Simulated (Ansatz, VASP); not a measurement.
Br: VASP beside Ansatz

```
Br
1.0
     3.32377   -1.96294    0.00000
     3.32377    1.96294    0.00000
     0.00000    0.00000    8.41550
Br
4
Direct
  0.83798 0.16202 0.12089
  0.16202 0.83798 0.87911
  0.33798 0.66202 0.37911
  0.66202 0.33798 0.62089
```

Alike in both runs: task single point; functional LDA; k mesh 12 × 12 × 6; occupations gaussian, width 0.05 eV; no spin polarisation.

```csv
,VASP,Ansatz
version,VASP 6.6.1,Ansatz 0.2.0
potentials or method,"VASP PAW LDA potentials, release 64 (Br), cutoff 500 eV","scalar-relativistic, plane waves, PAW"
valence electrons in the cell,28,28
```

VASP gave:

* gap on the k mesh at the Fermi level (eV): 1.08
* least direct gap on the mesh (eV): 1.26
* pressure (GPa): 0.1
* traceless stress, the component that is largest in VASP (GPa): 0.09
* rms of the force components (eV/Å): 0.009

Task: What did Ansatz give for the same quantities?

Result: gap on the k mesh at the Fermi level (eV): 1.08; least direct gap on the mesh (eV): 1.26; pressure (GPa): 0.0; traceless stress, the component that is largest in VASP (GPa): -0.01; rms of the force components (eV/Å): 0.003.

LDA's correlation is that of Perdew and Zunger in VASP and of Perdew and Wang (1992) in Ansatz. Atom by atom the forces differ by 0.011 eV/Å (rms over components).
